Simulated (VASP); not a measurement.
# Ir (Fm-3m) in VASP: a series of runs

Ir is run at these levels: PBEsol; tasks: single point, relaxation of cell and atoms.

Program: VASP 6.6.1. These are calculated values, not measurements. Logs are shortened: lines on timing, memory, paths and dates and some standing lists are left out, and cuts for length are marked.

## Step 1: The cell of the first run

It takes space group Fm-3m (No. 225, cubic). The conventional cell has a = 3.829 Å, b = 3.829 Å, c = 3.829 Å, α = 90.00°, β = 90.00°, γ = 90.00°. Ir (site symmetry m-3m) has 12 Ir at 2.71 Å within 3.6 Å.

## Step 2: Single point, PBEsol

INCAR

```
SYSTEM = Ir
ALGO = Normal ; EDIFF = 1E-6
ENCUT = 500 ; GGA = PS
GGA_COMPAT = .False. ; ISIF = 2
ISMEAR = -1 ; LASPH = .True.
LCHARG = .False. ; LREAL = .False.
LWAVE = .False. ; NBANDS = 10
NELM = 120 ; PREC = Accurate
SIGMA = 0.1
```

KPOINTS

```
k-points
0
Gamma
  9 9 9
  0 0 0
```

POSCAR

```
Ir
1.0
    0.0000000000      1.9145423054      1.9145423054
    1.9145423054      0.0000000000      1.9145423054
    1.9145423054      1.9145423054      0.0000000000
Ir
1
Direct
    0.0000000000      0.0000000000      0.0000000000
```

Potentials or basis: VASP PAW PBE potentials, release 64 (Ir).

Command:

```bash
cat potpaw_PBE.64/Ir/POTCAR > POTCAR
mpirun -np 1 vasp_std > vasp.out
```

OUTCAR:

```text
SYSTEM = Ir
   EDIFF = 1E-6
   ENCUT = 500
   GGA = PS
   ISIF = 2
   ISMEAR = -1
   LASPH = .True.
   LREAL = .False.
   NELM = 120
   PREC = Accurate

 ion  position               nearest neighbor table
   1  0.000  0.000  0.000-

  LATTYP: Found a face centered cubic cell.
 ALAT       =     3.8290846108

  Lattice vectors:

 A1 = (   0.0000000000,   1.9145423054,   1.9145423054)
 A2 = (   1.9145423054,   0.0000000000,   1.9145423054)
 A3 = (   1.9145423054,   1.9145423054,   0.0000000000)

Analysis of symmetry for initial positions (statically):
=====================================================================
 Subroutine PRICEL returns:
 Original cell was already a primitive cell.

 Routine SETGRP: Setting up the symmetry group for a
 face centered cubic supercell.

 Subroutine GETGRP returns: Found 48 space group operations
 (whereof 48 operations were pure point group operations)
 out of a pool of 48 trial point group operations.

The static configuration has the point symmetry O_h .

Analysis of symmetry for dynamics (positions and initial velocities):
=====================================================================
 Subroutine PRICEL returns:
 Original cell was already a primitive cell.

 Routine SETGRP: Setting up the symmetry group for a
 face centered cubic supercell.

 Subroutine GETGRP returns: Found 48 space group operations
 (whereof 48 operations were pure point group operations)
 out of a pool of 48 trial point group operations.

The dynamic configuration has the point symmetry O_h .

 Subroutine INISYM returns: Found 48 space group operations
 (whereof 48 operations are pure point group operations),
 and found     1 'primitive' translations

----------------------------------------------------------------------------------------

                                     Primitive cell

  volume of cell :      14.0354

  direct lattice vectors                    reciprocal lattice vectors
     0.000000000  1.914542305  1.914542305    -0.261159024  0.261159024  0.261159024
     1.914542305  0.000000000  1.914542305     0.261159024 -0.261159024  0.261159024
     1.914542305  1.914542305  0.000000000     0.261159024  0.261159024 -0.261159024

  length of vectors
     2.707571694  2.707571694  2.707571694     0.452340699  0.452340699  0.452340699

  position of ions in fractional coordinates (direct lattice)
     0.000000000  0.000000000  0.000000000

  ion indices of the primitive-cell ions
   primitive index   ion index
                 1           1

----------------------------------------------------------------------------------------

 KPOINTS: k-points

Automatic generation of k-mesh.
 Grid dimensions read from file:
 generate k-points for:    9    9    9

 Generating k-lattice:

  Cartesian coordinates                     Fractional coordinates (reciprocal lattice)
    -0.029017669  0.029017669  0.029017669     0.111111111  0.000000000  0.000000000
     0.029017669 -0.029017669  0.029017669     0.000000000  0.111111111  0.000000000
     0.029017669  0.029017669 -0.029017669     0.000000000  0.000000000  0.111111111

  Length of vectors
     0.050260078  0.050260078  0.050260078

  Shift w.r.t. Gamma in fractional coordinates (k-lattice)
     0.000000000  0.000000000  0.000000000

 Subroutine IBZKPT returns following result:
 ===========================================

 Found     35 irreducible k-points:

 Following reciprocal coordinates:
            Coordinates               Weight
  0.000000  0.000000  0.000000      1.000000
  0.111111  0.000000  0.000000      8.000000
  0.222222  0.000000  0.000000      8.000000
  0.333333  0.000000  0.000000      8.000000
  0.444444  0.000000  0.000000      8.000000
  0.111111  0.111111  0.000000      6.000000
[... 16 lines left out ...]
 -0.333333  0.333333  0.000000     12.000000
  0.444444  0.444444  0.000000      6.000000
 [... further k-points ...]
   k-points           NKPTS =     35   k-points in BZ     NKDIM =     35   number of bands    NBANDS=     10
   number of dos      NEDOS =    301   number of ions     NIONS =      1
   total plane-waves  NPLWV =   8000
   dimension x,y,z NGX =    20 NGY =   20 NGZ =   20
   dimension x,y,z NGXF=    40 NGYF=   40 NGZF=   40
   ions per type =               1
   NGX,Y,Z   is equivalent  to a cutoff of  12.28, 12.28, 12.28 a.u.
   NGXF,Y,Z  is equivalent  to a cutoff of  24.56, 24.56, 24.56 a.u.
 SYSTEM =  Ir
   PREC   = accura    normal or accurate (medium, high low for compatibility)
   ISTART =      0    job   : 0-new  1-cont  2-samecut
   ICHARG =      2    charge: 1-file 2-atom 10-const
   ISPIN  =      1    spin polarized calculation?
   LNONCOLLINEAR =      F non collinear calculations
   LSORBIT =      F    spin-orbit coupling
   LASPH  =      T    aspherical Exc in radial PAW
   ENCUT  =  500.0 eV  36.75 Ry    6.06 a.u.   4.94  4.94  4.94*2*pi/ulx,y,z
   NELM   =    120;   NELMIN=  2; NELMDL= -5     # of ELM steps
   EDIFF  = 0.1E-05   stopping-criterion for ELM
   LREAL  =      F    real-space projection
   EDIFFG = 0.1E-04   stopping-criterion for IOM
   NSW    =      0    number of steps for IOM
   IBRION =     -1    ionic relax: 0-MD 1-quasi-New 2-CG
   NFREE  =      0    steps in history (QN), initial steepest desc. (CG)
   ISIF   =      2    stress and relaxation
   ISYM   =      2    0-nonsym 1-usesym 2-fastsym
   POTIM  = 0.5000    time-step for ionic-motion
   TEBEG  =    0.0;   TEEND  =   0.0 temperature during run
   PSTRESS=    0.0 pullay stress
   NELECT =       9.0000    total number of electrons
   NUPDOWN=      -1.0000    fix difference up-down
   EMIN   =  10.00;   EMAX   =-10.00  energy-range for DOS
   EFERMI =   0.00;   METHOD = LEGACY
   ISMEAR =    -1;   SIGMA  =   0.10  broadening in eV -4-tet -1-fermi 0-gaus
   EFERMI_NEDOS =   21; number of points for ismear=-14 and -15
   IALGO  =     38    algorithm
   IMIX   =      4    mixing-type and parameters
     AMIX     =   0.40;   BMIX     =  1.00
     AMIX_MAG =   1.60;   BMIX_MAG =  1.00
  volume/ion in A,a.u.               =      14.04        94.72
  Fermi-wavevector in a.u.,A,eV,Ry     =   1.411716  2.667757 27.115627  1.992942
  Thomas-Fermi vector in A             =   2.533539
   LORBIT       =      0    0 simple, 1 ext, 2 COOP (PROOUT), +10 PAW based schemes
   GGA     = PS    functional components
   LHFCALC =     F    Hartree Fock is set to
   AEXX    =    0.0000 exact exchange contribution
   IVDW    =     0    specifies the selected vdW correction
   LEPSILON=     F    determine dielectric tensor
   LRPA    =     F    only Hartree local field effects (RPA)
 non-spin polarized calculation
  energy-cutoff  :      500.00
  volume of cell :       14.04
 maximum number of plane-waves:       365
   NGX =  9   NGY =  9   NGZ =  9

 number of electron       9.0000001 magnetization

 Free energy of the ion-electron system (eV)
  ---------------------------------------------------
  ext. energy  EPLUGINS =         0.00000000
  ---------------------------------------------------
  free energy    TOTEN  =        -9.85123605 eV

  energy without entropy =       -9.83111559  energy(sigma->0) =       -9.84117582

 E-fermi :  10.2626     XC(G=0): -14.1493

 val. band max:       10.1540661937   @ k =   0.3333   0.0000   0.0000
 cond. band min:      10.3400876278   @ k =  -0.4444   0.4444   0.1111
 fundamental gap:      0.1860214341
 Fermi energy:        10.2626388481

 k-point     1 :       0.0000    0.0000    0.0000
  band No.  band energies     occupation
      1      -0.8920      2.00000
      2       6.4344      2.00000
      3       6.4344      2.00000
      4       6.4344      2.00000
      5       9.1731      1.99996
      6       9.1731      1.99996
      7      24.6981      0.00000
      8      30.3034      0.00000
      9      30.3034      0.00000
     10      30.3034      0.00000

 k-point     2 :       0.1111    0.0000    0.0000
  band No.  band energies     occupation
      1      -0.3509      2.00000
      2       6.1657      2.00000
      3       6.6549      2.00000
      4       6.6549      2.00000
      5       9.0455      1.99999
      6       9.0455      1.99999
      7      25.6049      0.00000
      8      28.0837      0.00000
      9      31.2000      0.00000
     10      31.2000      0.00000

 k-point     3 :       0.2222    0.0000    0.0000
  band No.  band energies     occupation
      1       0.9897      2.00000
      2       5.8497      2.00000
      3       6.9086      2.00000
      4       6.9086      2.00000
      5       9.1741      1.99996
      6       9.1741      1.99996
      7      24.9289      0.00000
      8      27.2119      0.00000
      9      33.5331      0.00000
     10      33.5331      0.00000

 k-point     4 :       0.3333    0.0000    0.0000
  band No.  band energies     occupation
      1       2.0194      2.00000
      2       6.6569      2.00000
      3       6.6569      2.00000
      4       6.8027      2.00000
      5      10.1541      1.49515
      6      10.1541      1.49515
      7      21.6806      0.00000
      8      25.9044      0.00000
      9      33.0559      0.00000
     10      33.0559      0.00000
[... 222 lines left out ...]
 k-point    22 :      -0.4444    0.3333    0.0000
  band No.  band energies     occupation
      1       3.2158      2.00000
      2       4.1208      2.00000
      3       7.5636      2.00000
      4       9.4340      1.99950
      5      11.3402      0.00004
      6      16.2858      0.00000
      7      17.7076      0.00000
      8      23.2101      0.00000
      9      25.4855      0.00000
     10      31.5329      0.00000

 k-point    23 :      -0.3333    0.3333    0.0000
  band No.  band energies     occupation
      1       3.8277      2.00000
      2       4.9751      2.00000
      3       6.4454      2.00000
      4       8.7501      2.00000
      5      10.3965      0.41546
      6      15.4152      0.00000
      7      20.3639      0.00000
      8      21.3799      0.00000
      9      28.2752      0.00000
     10      30.0753      0.00000

 k-point    24 :       0.4444    0.4444    0.0000
  band No.  band energies     occupation
      1       2.4216      2.00000
      2       3.0136      2.00000
      3      11.1971      0.00017
      4      11.2693      0.00008
      5      11.5795      0.00000
      6      11.5795      0.00000
      7      21.9643      0.00000
      8      22.5734      0.00000
      9      22.5734      0.00000
     10      31.4225      0.00000

 [... further k-points ...]

------------------------ aborting loop because EDIFF is reached ----------------------------------------

  FORCE on cell =-STRESS in cart. coord.  units (eV):
  Direction    XX          YY          ZZ          XY          YZ          ZX
  --------------------------------------------------------------------------------------
  -------------------------------------------------------------------------------------
  Total        0.0879648      0.0879648      0.0879648      0.0000000      0.0000000      0.0000000
  in kB       10.0414042     10.0414042     10.0414042      0.0000000      0.0000000      0.0000000
  external PRESSURE =      10.0414042 kB  Pullay stress =       0.0000000 kB

 VOLUME and BASIS-vectors are now :
 -----------------------------------------------------------------------------
  energy-cutoff  :      500.00
  volume of cell :       14.04
      direct lattice vectors                 reciprocal lattice vectors
     0.000000000  1.914542305  1.914542305    -0.261159024  0.261159024  0.261159024
     1.914542305  0.000000000  1.914542305     0.261159024 -0.261159024  0.261159024
     1.914542305  1.914542305  0.000000000     0.261159024  0.261159024 -0.261159024

 POSITION                                       TOTAL-FORCE (eV/Angst)
 -----------------------------------------------------------------------------------
      0.00000      0.00000      0.00000         0.000000     -0.000000     -0.000000
 -----------------------------------------------------------------------------------
    total drift:                                0.000000     -0.000000     -0.000000

  FREE ENERGIE OF THE ION-ELECTRON SYSTEM (eV)
  ---------------------------------------------------
  free  energy   TOTEN  =        -9.8512360468 eV

  energy  without entropy=       -9.8311155851  energy(sigma->0) =       -9.84117582
```

Run time: 5.1 s. Hardware: 1 thread of Intel Xeon Platinum 8375C at 2.90GHz (Ice Lake), shared host; peak memory 0.12 GiB.

Results:

- Free energy: -9.8512 eV
- Pressure: 1.0 GPa
- Band gap on the k mesh: zero (an odd number of electrons rules out a gap without spin polarisation)

Caveat: the PAW data sets were made with another functional, which shifts forces and pressure a little; spin-orbit coupling is left out, which moves the levels of the heavy elements.

[end of part 1 of 2]
